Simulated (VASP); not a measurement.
A run of VASP 6.6.1 is set up as follows.

File INCAR:

```
PREC = Accurate
ENCUT = 600
EDIFF = 1E-6
ISMEAR = 0
SIGMA = 0.05
LREAL = F
LASPH = T
NELM = 200
ALGO = Normal
ISIF = 2
LWAVE = F
LCHARG = F
ISPIN = 2
MAGMOM = 2.89 1.94
LORBIT = 11
LMAXMIX = 4
GGA = CA
NBANDS = 20
GGA_COMPAT = F
```

Contents of KPOINTS:

```
Automatic mesh
0
Gamma
  16 16 16
```

The input POSCAR:

```
FeCo
1.0
    2.8018002307      0.0000000000      0.0000000000
    0.0000000000      2.8018002307      0.0000000000
    0.0000000000      0.0000000000      2.8018002307
Fe Co
1 1
Direct
    0.5000000000      0.5000000000      0.5000000000
    0.0000000000      0.0000000000      0.0000000000
```

Potentials or basis: VASP PAW LDA potentials, release 64 (Fe, Co).

Command:

```console
$ cat potpaw_LDA.64/Fe/POTCAR potpaw_LDA.64/Co/POTCAR > POTCAR
$ mpirun -np 1 vasp_std > vasp.out
```

Task: Estimate the pressure.

Result: -9.8 GPa.

Task: Estimate the site moments.

Result: Fe +2.60; Co +1.70 μB.
